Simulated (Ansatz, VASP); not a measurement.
# One calculation of CoNiO2, two programs

```
CELL_PARAMETERS angstrom
3.01433 0.00000 0.00000
0.00000 3.01433 0.00000
0.00000 0.00000 4.22229
ATOMIC_POSITIONS crystal
Ni 0.00000 0.00000 0.00000
Co 0.50000 0.50000 0.50000
O 0.00000 0.00000 0.50000
O 0.50000 0.50000 0.00000
```

Alike in both runs: task relaxation of cell and atoms; functional PBEsol; k mesh 9 × 9 × 6; occupations fermi-dirac, width 0.05 eV; collinear spin.

|  | VASP | Ansatz |
| --- | --- | --- |
| version | VASP 6.6.1 | Ansatz 0.2.0 |
| potentials or method | VASP PAW PBE potentials, release 64 (Ni, Co, O), cutoff 600 eV | all-electron LAPW, scalar-relativistic |

```tsv
	VASP	Ansatz	Ansatz less VASP
net moment per atom (μB)	0.77	0.81	+0.037
size of the moment on the site where the two differ most (μB)	0.70	0.76	+0.069
relaxed volume (Å³/atom)	8.73	8.76	+0.030
relaxed cell length with the largest relative difference (Å)	4.144	4.163	+0.0190
```

VASP's potentials were made for PBE, not for PBEsol. Site moments also hang on the region over which each program counts them. Ansatz ran all-electron here, and VASP with PAW potentials.
